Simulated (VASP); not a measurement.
Set up this calculation in VASP 6.6.1, as the native input.

```
Task                   : electric field gradients
Functional             : PBE
Potentials or basis    : VASP PAW PBE potentials, release 64 (In_d, O)
Cutoff                 : 520 eV
k mesh                 : 12 × 12 × 4
Occupations            : fermi-dirac, width 0.15 eV
Spin                   : no spin polarisation
Dipole correction      : no
Further INCAR settings : ALGO = Normal; EDIFF = 1e-08; NBANDS = 41
```

The structure of In2O lies in POSCAR:

```
In2O
1.0
    3.4330555846      0.0000000000      0.0000000000
   -1.7165277923      2.9731133489      0.0000000000
    0.0000000000      0.0000000000     12.7039100544
In O
4 2
Direct
    0.0000000000      0.0000000000      0.3826866169
    0.0000000000      0.0000000000      0.6173133831
    0.6666666667      0.3333333333      0.1160366589
    0.3333333333      0.6666666667      0.8839633411
    0.6666666667      0.3333333333      0.3070938034
    0.3333333333      0.6666666667      0.6929061966
```

The input as run:

INCAR

```
SYSTEM = In2O
ALGO = Normal
EDIFF = 1E-8
ENCUT = 520
GGA = PE
ISIF = 2
ISMEAR = -1
LASPH = .True.
LCHARG = .False.
LEFG = .True.
LREAL = .False.
LWAVE = .False.
NBANDS = 41
NELM = 80
PREC = Accurate
SIGMA = 0.15
```

KPOINTS

```
k-points
0
Gamma
  12 12 4
  0 0 0
```

Potentials or basis: VASP PAW PBE potentials, release 64 (In_d, O).

Command:

```sh
$ cat potpaw_PBE.64/In_d/POTCAR potpaw_PBE.64/O/POTCAR > POTCAR
$ mpirun -np 1 vasp_std > vasp.out
```

It gave:

The pressure is 0.1 GPa. The largest force is 0.036 eV/Å, the band gap on the k mesh is zero (bands 32 and 33 overlap by 1.52 eV) and the largest electric field gradient by atom is In -40.1, +49.9 (each value once); O -11.4 V/Å².

Caveat: without QUAD_EFG the Cq values of the log hold for a quadrupole moment of 1 mb, not for the nuclei; spin-orbit coupling is left out, which moves the levels of the heavy elements.

Wall time 8.2 min on 1 thread of Intel(R) Xeon(R) Platinum 8259CL CPU @ 2.50GHz (Skylake/Cascade Lake) (shared host), peak memory 0.43 GiB.
